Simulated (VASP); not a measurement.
Wanted: the native input for a VASP 6.6.1 run.

| Property | Result |
| --- | --- |
| Task | single point |
| Functional | PBEsol |
| Potentials or basis | VASP PAW PBE potentials, release 64 (K_sv, Br) |
| Cutoff | 520 eV |
| k mesh | 6 × 6 × 6 |
| Occupations | fermi-dirac, width 0.02 eV |
| Spin | no spin polarisation |
| Dipole correction | no |
| Further INCAR settings | ALGO = Normal; EDIFF = 1e-07; NBANDS = 15 |

The structure of KBr lies in POSCAR:

```
KBr
1.0
    3.9328685639      0.0000000000      0.0000000000
    0.0000000000      3.9328685639      0.0000000000
    0.0000000000      0.0000000000      3.9328685639
K Br
1 1
Direct
    0.0000000000      0.0000000000      0.0000000000
    0.5000000000      0.5000000000      0.5000000000
```

One way to write it, as run:

INCAR

```
SYSTEM = KBr
PREC = Accurate
ENCUT = 520
EDIFF = 1E-7
ISMEAR = -1
SIGMA = 0.02
LREAL = .False.
LASPH = .True.
NELM = 100
ALGO = Normal
ISIF = 2
LWAVE = .False.
LCHARG = .False.
GGA = PS
NBANDS = 15
```

KPOINTS

```
Automatic mesh
0
Gamma
  6 6 6
  0 0 0
```

Potentials or basis: VASP PAW PBE potentials, release 64 (K_sv, Br).

Launch:

```sh
$ cat potpaw_PBE.64/K_sv/POTCAR potpaw_PBE.64/Br/POTCAR > POTCAR
$ mpirun -np 1 vasp_std > vasp.out
```

Results of the run:

The pressure is 0.1 GPa and the band gap on the k mesh is 3.96 eV, indirect (least direct gap 4.25 eV).

Caveat: the PAW data sets were made with another functional, which shifts forces and pressure a little.

Run time: 17 s on 1 thread of Intel(R) Xeon(R) Platinum 8488C (Sapphire Rapids), on a shared host, peak memory 0.16 GiB.
